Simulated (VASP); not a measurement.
# Te (P2_12_12) in VASP: a series of runs, part 2 of 3

VASP 6.6.1.

## (3) Single point, PBE

This run uses another cell than the first one, of 37.38 Å³/atom, 1.019 times its volume.

Contents of INCAR:

```
PREC = Accurate ; ENCUT = 520
EDIFF = 1E-6 ; ISMEAR = -1
SIGMA = 0.05 ; LREAL = False
LASPH = True ; NELM = 80
ALGO = Normal ; ISIF = 2
LWAVE = False ; LCHARG = True
GGA = PE ; LELF = True
LVHAR = True ; NBANDS = 20
```

Contents of KPOINTS:

```
Automatic mesh
0
Gamma
  5 4 9
```

Contents of POSCAR:

```
Te
1.0
    5.5783382876      0.0000000000      0.0000000000
    0.0000000000      8.5334861957      0.0000000000
    0.0000000000      0.0000000000      3.1407317906
Te
4
Direct
    0.3107647500      0.3930730700      0.7638832400
    0.1892352500      0.8930730700      0.2361167600
    0.6892352500      0.6069269300      0.7638832400
    0.8107647500      0.1069269300      0.2361167600
```

Potentials or basis: VASP PAW PBE potentials, release 64 (Te).

On the command line:

```sh
> cat potpaw_PBE.64/Te/POTCAR > POTCAR
> mpirun -np 1 vasp_std > vasp.out
```

OUTCAR:

```text
PREC = Accurate
   ENCUT = 520
   EDIFF = 1E-6
   ISMEAR = -1
   LREAL = False
   LASPH = True
   NELM = 80
   ISIF = 2
   GGA = PE

 ion  position               nearest neighbor table
   1  0.311  0.393  0.764-   3 2.79
   2  0.189  0.893  0.236-   4 2.79
   3  0.689  0.607  0.764-   1 2.79
   4  0.811  0.107  0.236-   2 2.79

  LATTYP: Found a simple orthorhombic cell.
 ALAT       =     3.1407317906
 B/A-ratio  =     1.7761269219
 C/A-ratio  =     2.7170375456

  Lattice vectors:

 A1 = (   0.0000000000,   0.0000000000,   3.1407317906)
 A2 = (   5.5783382876,   0.0000000000,   0.0000000000)
 A3 = (   0.0000000000,   8.5334861957,   0.0000000000)

Analysis of symmetry for initial positions (statically):
=====================================================================
 Subroutine PRICEL returns:
 Original cell was already a primitive cell.

 Routine SETGRP: Setting up the symmetry group for a
 simple orthorhombic supercell.

 Subroutine GETGRP returns: Found  4 space group operations
 (whereof  2 operations were pure point group operations)
 out of a pool of  8 trial point group operations.

The static configuration has the point symmetry C_2 .
 The point group associated with its full space group is D_2 .

Analysis of symmetry for dynamics (positions and initial velocities):
=====================================================================
 Subroutine PRICEL returns:
 Original cell was already a primitive cell.

 Routine SETGRP: Setting up the symmetry group for a
 simple orthorhombic supercell.

 Subroutine GETGRP returns: Found  4 space group operations
 (whereof  2 operations were pure point group operations)
 out of a pool of  8 trial point group operations.

The dynamic configuration has the point symmetry C_2 .
 The point group associated with its full space group is D_2 .

 Subroutine INISYM returns: Found  4 space group operations
 (whereof  2 operations are pure point group operations),
 and found     1 'primitive' translations

----------------------------------------------------------------------------------------

                                     Primitive cell

  volume of cell :     149.5072

  direct lattice vectors                    reciprocal lattice vectors
     5.578338288  0.000000000  0.000000000     0.179264854  0.000000000  0.000000000
     0.000000000  8.533486196  0.000000000     0.000000000  0.117185401  0.000000000
     0.000000000  0.000000000  3.140731791     0.000000000  0.000000000  0.318397134

  length of vectors
     5.578338288  8.533486196  3.140731791     0.179264854  0.117185401  0.318397134

  position of ions in fractional coordinates (direct lattice)
     0.310764750  0.393073070  0.763883240
     0.189235250  0.893073070  0.236116760
     0.689235250  0.606926930  0.763883240
     0.810764750  0.106926930  0.236116760

  ion indices of the primitive-cell ions
   primitive index   ion index
                 1           1
                 2           2
                 3           3
                 4           4

----------------------------------------------------------------------------------------

 KPOINTS: Automatic mesh

Automatic generation of k-mesh.
 Grid dimensions read from file:
 generate k-points for:    5    4    9

 Generating k-lattice:

  Cartesian coordinates                     Fractional coordinates (reciprocal lattice)
     0.035852971  0.000000000  0.000000000     0.200000000  0.000000000  0.000000000
     0.000000000  0.029296350  0.000000000     0.000000000  0.250000000  0.000000000
     0.000000000  0.000000000  0.035377459     0.000000000  0.000000000  0.111111111

  Length of vectors
     0.035852971  0.029296350  0.035377459

  Shift w.r.t. Gamma in fractional coordinates (k-lattice)
     0.000000000  0.000000000  0.000000000

 Subroutine IBZKPT returns following result:
 ===========================================

 Found     45 irreducible k-points:

 Following reciprocal coordinates:
            Coordinates               Weight
  0.000000  0.000000  0.000000      1.000000
  0.200000  0.000000  0.000000      2.000000
  0.400000  0.000000  0.000000      2.000000
  0.000000  0.250000  0.000000      2.000000
  0.200000  0.250000  0.000000      4.000000
  0.400000  0.250000  0.000000      4.000000
[... 16 lines left out ...]
  0.200000  0.250000  0.222222      8.000000
  0.400000  0.250000  0.222222      8.000000
 [... further k-points ...]
   k-points           NKPTS =     45   k-points in BZ     NKDIM =     45   number of bands    NBANDS=     20
   number of dos      NEDOS =    301   number of ions     NIONS =      4
   total plane-waves  NPLWV =  64512
   dimension x,y,z NGX =    42 NGY =   64 NGZ =   24
   dimension x,y,z NGXF=    84 NGYF=  128 NGZF=   48
   ions per type =               4
   NGX,Y,Z   is equivalent  to a cutoff of  12.52, 12.47, 12.70 a.u.
   NGXF,Y,Z  is equivalent  to a cutoff of  25.03, 24.94, 25.41 a.u.
 SYSTEM =  unknown system
   PREC   = accura    normal or accurate (medium, high low for compatibility)
   ISTART =      0    job   : 0-new  1-cont  2-samecut
   ICHARG =      2    charge: 1-file 2-atom 10-const
   ISPIN  =      1    spin polarized calculation?
   LNONCOLLINEAR =      F non collinear calculations
   LSORBIT =      F    spin-orbit coupling
   LASPH  =      T    aspherical Exc in radial PAW
   ENCUT  =  520.0 eV  38.22 Ry    6.18 a.u.  10.37 15.87  5.84*2*pi/ulx,y,z
   NELM   =     80;   NELMIN=  2; NELMDL= -5     # of ELM steps
   EDIFF  = 0.1E-05   stopping-criterion for ELM
   LREAL  =      F    real-space projection
   EDIFFG = 0.1E-04   stopping-criterion for IOM
   NSW    =      0    number of steps for IOM
   IBRION =     -1    ionic relax: 0-MD 1-quasi-New 2-CG
   NFREE  =      0    steps in history (QN), initial steepest desc. (CG)
   ISIF   =      2    stress and relaxation
   ISYM   =      2    0-nonsym 1-usesym 2-fastsym
   POTIM  = 0.5000    time-step for ionic-motion
   TEBEG  =    0.0;   TEEND  =   0.0 temperature during run
   PSTRESS=    0.0 pullay stress
   NELECT =      24.0000    total number of electrons
   NUPDOWN=      -1.0000    fix difference up-down
   EMIN   =  10.00;   EMAX   =-10.00  energy-range for DOS
   EFERMI =   0.00;   METHOD = LEGACY
   ISMEAR =    -1;   SIGMA  =   0.05  broadening in eV -4-tet -1-fermi 0-gaus
   EFERMI_NEDOS =   21; number of points for ismear=-14 and -15
   IALGO  =     38    algorithm
   IMIX   =      4    mixing-type and parameters
     AMIX     =   0.40;   BMIX     =  1.00
     AMIX_MAG =   1.60;   BMIX_MAG =  1.00
  volume/ion in A,a.u.               =      37.38       252.23
  Fermi-wavevector in a.u.,A,eV,Ry     =   0.889729  1.681344 10.770618  0.791618
  Thomas-Fermi vector in A             =   2.011328
   LORBIT       =      0    0 simple, 1 ext, 2 COOP (PROOUT), +10 PAW based schemes
   GGA     = PE    functional components
   LHFCALC =     F    Hartree Fock is set to
   AEXX    =    0.0000 exact exchange contribution
   IVDW    =     0    specifies the selected vdW correction
   LEPSILON=     F    determine dielectric tensor
   LRPA    =     F    only Hartree local field effects (RPA)
 non-spin polarized calculation
  energy-cutoff  :      520.00
  volume of cell :      149.51
 maximum number of plane-waves:      4058
 NGX is ok and might be reduce to    42
   NGX = 21   NGY = 31   NGZ = 11

 number of electron      24.0000001 magnetization

 Free energy of the ion-electron system (eV)
  ---------------------------------------------------
  ext. energy  EPLUGINS =         0.00000000
  ---------------------------------------------------
  free energy    TOTEN  =       -12.02555371 eV

  energy without entropy =      -11.99780737  energy(sigma->0) =      -12.01168054

 E-fermi :   4.8004     XC(G=0):  -8.6510

 val. band max:        4.7828994471   @ k =   0.4000   0.2500   0.2222
 cond. band min:       4.8020649833   @ k =   0.2000   0.0000   0.4444
 fundamental gap:      0.0191655362
 Fermi energy:         4.8003670978

 k-point     1 :       0.0000    0.0000    0.0000
  band No.  band energies     occupation
      1      -8.4094      2.00000
      2      -7.8741      2.00000
      3      -6.2933      2.00000
      4      -5.7288      2.00000
      5       0.2752      2.00000
      6       0.6062      2.00000
[... 12 lines left out ...]
     19      10.5427      0.00000
     20      11.8140      0.00000
[... 507 lines left out ...]
 k-point    24 :       0.4000    0.2500    0.2222
  band No.  band energies     occupation
      1      -7.4835      2.00000
      2      -7.3624      2.00000
      3      -5.6579      2.00000
      4      -5.5733      2.00000
      5       0.5735      2.00000
      6       0.8803      2.00000
[... 12 lines left out ...]
     19      11.3787      0.00000
     20      11.8100      0.00000

 [... further k-points ...]
[... 5 lines left out ...]
  --------------------------------------------------------------------------------------
  -------------------------------------------------------------------------------------
  Total       -1.4805236     -0.4608623     -1.8286610      0.0000000      0.0000000      0.0000000
  in kB      -15.8658636     -4.9387786    -19.5966387      0.0000000      0.0000000      0.0000000
  external PRESSURE =     -13.4670937 kB  Pullay stress =       0.0000000 kB

 VOLUME and BASIS-vectors are now :
 -----------------------------------------------------------------------------
  energy-cutoff  :      520.00
  volume of cell :      149.51
      direct lattice vectors                 reciprocal lattice vectors
     5.578338288  0.000000000  0.000000000     0.179264854  0.000000000  0.000000000
     0.000000000  8.533486196  0.000000000     0.000000000  0.117185401  0.000000000
     0.000000000  0.000000000  3.140731791     0.000000000  0.000000000  0.318397134

 POSITION                                       TOTAL-FORCE (eV/Angst)
 -----------------------------------------------------------------------------------
      1.73355      3.35428      2.39915         0.016370     -0.013503      0.005959
      1.05562      7.62103      0.74158        -0.016370     -0.013503     -0.005959
      3.84479      5.17920      2.39915        -0.016370      0.013503      0.005959
      4.52272      0.91246      0.74158         0.016370      0.013503     -0.005959
 -----------------------------------------------------------------------------------
    total drift:                               -0.000000      0.000000      0.000000

  FREE ENERGIE OF THE ION-ELECTRON SYSTEM (eV)
  ---------------------------------------------------
  free  energy   TOTEN  =       -12.0255537057 eV

  energy  without entropy=      -11.9978073659  energy(sigma->0) =      -12.01168054
```

Wall time 64 s (1 thread of Intel Xeon Platinum 8375C at 2.90GHz (Ice Lake), shared host); peak memory 0.29 GiB.

What came out:

* Free energy: -12.0256 eV
* Pressure: -1.3 GPa
* Largest force: 0.022 eV/Å
* Band gap on the k mesh: zero (band 12 reaches 6.22 eV, above the bottom of band 13 at 3.59 eV)

Forces on the atoms (eV/Å):
```
Te   0.016 -0.014  0.006
Te  -0.016 -0.014 -0.006
Te  -0.016  0.014  0.006
Te   0.016  0.014 -0.006
```

Levels at points of the mesh, in eV from the Fermi level:
```tsv
k point	band 9	band 10	band 11	band 12	band 13	band 14	band 15	band 16
(0.00, 0.00, 0.00)	-2.47	-1.62	0.80	1.42	1.98	2.49	3.65	3.67
(0.00, 0.50, 0.00)	-2.03	-2.03	0.43	0.43	2.20	2.20	3.90	3.90
```

Caveat: spin-orbit coupling is left out, which moves the levels of the heavy elements.

(Part 2 of 3 ends here.)
